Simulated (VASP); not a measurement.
A run of VASP 6.6.1 is set up as follows.

The input INCAR:

```
PREC = Accurate
ENCUT = 520
EDIFF = 1E-7
ISMEAR = 0
SIGMA = 0.1
LREAL = False
LASPH = True
NELM = 80
ALGO = Normal
ISIF = 2
LWAVE = False
LCHARG = False
NBANDS = 18
```

Contents of KPOINTS:

```
regular mesh
0
Gamma
  11 11 5
```

File POSCAR:

```
Ta
1.0
    2.7977114678      0.0000000000      0.0000000000
   -1.3988557339      2.4228892036      0.0000000000
    0.0000000000      0.0000000000      4.9949134116
Ta
2
Direct
    0.6666666667      0.3333333333      0.7500000000
    0.3333333333      0.6666666667      0.2500000000
```

Potentials or basis: VASP PAW LDA potentials, release 64 (Ta_pv).

Launch:

```console
$ cat potpaw_LDA.64/Ta_pv/POTCAR > POTCAR
$ mpirun -np 1 vasp_std > vasp.out
```

Q: Estimate the band gap on the k mesh.

A: Zero (bands 11 and 12 overlap by 1.94 eV).

Q: What does it give for the pressure?

A: 11.0 GPa.

Stress tensor (GPa, compression positive):
```
11.08  0.00  0.00
 0.00 11.08  0.00
 0.00  0.00 10.94
```

Caveat: the cell stands under pressure; spin-orbit coupling is left out, which moves the levels of the heavy elements.
